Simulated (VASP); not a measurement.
The system is WS2, a slab with vacuum.

```
W S
1.0
     3.18312    0.00000    0.00000
    -1.59156    2.75666    0.00000
     0.00000    0.00000   35.18056
W S
4 8
Direct
  0.33333 0.66667 0.59232
  0.33333 0.66667 0.22340
  0.66667 0.33333 0.77660
  0.66667 0.33333 0.40768
  0.33333 0.66667 0.82115
  0.33333 0.66667 0.45202
  0.66667 0.33333 0.63662
  0.66667 0.33333 0.26774
  0.33333 0.66667 0.73226
  0.33333 0.66667 0.36338
  0.66667 0.33333 0.54798
  0.66667 0.33333 0.17885
```

Base run:

| Quantity | Value |
| --- | --- |
| Program | VASP 6.6.1 |
| Functional | PBE |
| Potentials or basis | VASP PAW PBE potentials, release 64 (W_sv, S) |
| Cutoff | 520 eV |
| k mesh | 10 × 10 × 1 |
| Occupations | fermi-dirac, width 0.05 eV |
| Spin | no spin polarisation |

Its results: band gap on the k mesh 1.44 eV, indirect (least direct gap 2.11 eV); largest force 0.235 eV/Å.

The run is repeated on the same cell with these changes: functional from PBE to LDA; potentials or basis from VASP PAW PBE potentials, release 64 (W_sv, S) to VASP PAW LDA potentials, release 64 (W_sv, S). What comes out?

Band gap on the k mesh 1.36 eV, indirect (least direct gap 2.09 eV); largest force 0.494 eV/Å.

Caveats: spin-orbit coupling is left out, which moves the levels of the heavy elements.

A k mesh can miss the band edges.
